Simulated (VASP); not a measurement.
A run of VASP 6.6.1 is set up as follows.

The input INCAR:

```
SYSTEM = B8N7
  PREC = Accurate
  ENCUT = 520
  EDIFF = 1E-6
  ISMEAR = 0
  SIGMA = 0.05
  LREAL = Auto
  LASPH = .True.
  NELM = 100
  ALGO = Normal
  ISIF = 2
  LWAVE = .False.
  LCHARG = .False.
  GGA = CA
  NBANDS = 42
  NELECT = 56.0
```

The input KPOINTS:

```
Automatic mesh
0
Gamma
  6 6 6
  0 0 0
```

POSCAR

```
B8N7
1.0
   -1.2613598139     -2.1847392842      4.1742962428
   -1.2613598139     -2.1847392842     -4.1742962428
    5.0454392554      0.0000000000      0.0000000000
B N
8 7
Direct
    0.8331929424      0.8334737243      0.1666666667
    0.8331929424      0.8334737243      0.6666666667
    0.3331929424      0.3334737243      0.1666666667
    0.3331929424      0.3334737243      0.6666666667
    0.4165262757      0.9168070576      0.8333333333
    0.4165262757      0.9168070576      0.3333333333
    0.9165262757      0.4168070576      0.8333333333
    0.9165262757      0.4168070576      0.3333333333
    0.6459737243      0.0206929424      0.6666666667
    0.3358979061      0.7106171242      0.0465150303
    0.1459737243      0.5206929424      0.6666666667
    0.2293070576      0.1040262757      0.8333333333
    0.2293070576      0.1040262757      0.3333333333
    0.7293070576      0.6040262757      0.8333333333
    0.7293070576      0.6040262757      0.3333333333
```

Potentials or basis: VASP PAW LDA potentials, release 64 (B, N).

Run with:

```bash
$ cat potpaw_LDA.64/B/POTCAR potpaw_LDA.64/N/POTCAR > POTCAR
$ mpirun -np 1 vasp_std > vasp.out
```

Problem. Predict the largest force.

Solution. 6.160 eV/Å.

Forces on the atoms (eV/Å):
```
B   -0.734  1.345  3.563
B    0.864 -0.499  0.899
B   -1.532 -0.036  3.563
B    0.098 -0.056  1.554
B   -1.602  0.711 -2.901
B    3.251 -1.877 -4.840
B   -1.417  1.032 -2.901
B    1.513 -0.874 -4.363
N    0.690 -0.399  1.489
N    2.578 -1.489  1.920
N   -4.796  2.769  2.698
N    0.497 -0.319 -0.198
N    0.462 -0.267 -2.076
N    0.525 -0.271 -0.198
N   -0.397  0.229  1.792
```

Caveat: the cell carries a net charge on a neutralising background, which shifts energy and pressure; the cell differs from its parent crystal (atoms taken out, atom 10 moved 0.500 of the way to it and -0.525 Å across, host rigid).
